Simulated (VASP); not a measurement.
# Br: single point with BLYP

Br:

```xyz
4
Lattice="3.3632 -2.3226 0.0000 3.3632 2.3226 0.0000 0.0000 0.0000 8.7023" Properties=species:S:1:pos:R:3 pbc="T T T"
Br    3.3632    0.6266    3.3948
Br    3.3632    1.6959    7.7459
Br    3.3632   -0.6266    5.3075
Br    3.3632   -1.6959    0.9564
```

```json
{"Program": "VASP 6.6.1", "Task": "single point", "Functional": "BLYP", "Potentials or basis": "VASP PAW PBE potentials, release 64 (Br)", "Cutoff": "520 eV", "k mesh": "7 × 7 × 3", "Occupations": "fermi-dirac, width 0.05 eV", "Spin": "no spin polarisation", "Dipole correction": "no", "Further INCAR settings": "ALGO = Normal; EDIFF = 1e-06; NBANDS = 22"}
```

The pressure is 3.8 GPa, the largest force is 1.295 eV/Å and the band gap on the k mesh is 1.88 eV, indirect (least direct gap 1.89 eV).

Forces in eV/Å, atoms in the order of the input:
```
Br   0.000  0.665 -1.111
Br   0.000 -0.665 -1.111
Br   0.000 -0.665  1.111
Br   0.000  0.665  1.111
```

Stress tensor (GPa, compression positive):
```
2.21 0.00 0.00
0.00 3.15 0.00
0.00 0.00 5.90
```

Levels at points of the mesh, in eV from the valence-band top:
| k point | band 11 | band 12 | band 13 | band 14 | band 15 | band 16 | band 17 | band 18 |
| --- | --- | --- | --- | --- | --- | --- | --- | --- |
| (0.00, 0.00, 0.00) | -0.91 | -0.34 | -0.06 | -0.02 | 1.88 | 2.62 | 6.06 | 6.74 |

It took 68 s on 1 thread of Intel(R) Xeon(R) Platinum 8488C (Sapphire Rapids), with other jobs on the host, peak memory 0.26 GiB.

Caveat: the PAW data sets were made with another functional, which shifts forces and pressure a little. BLYP gaps usually lie below the measured ones, often by a third to a half.
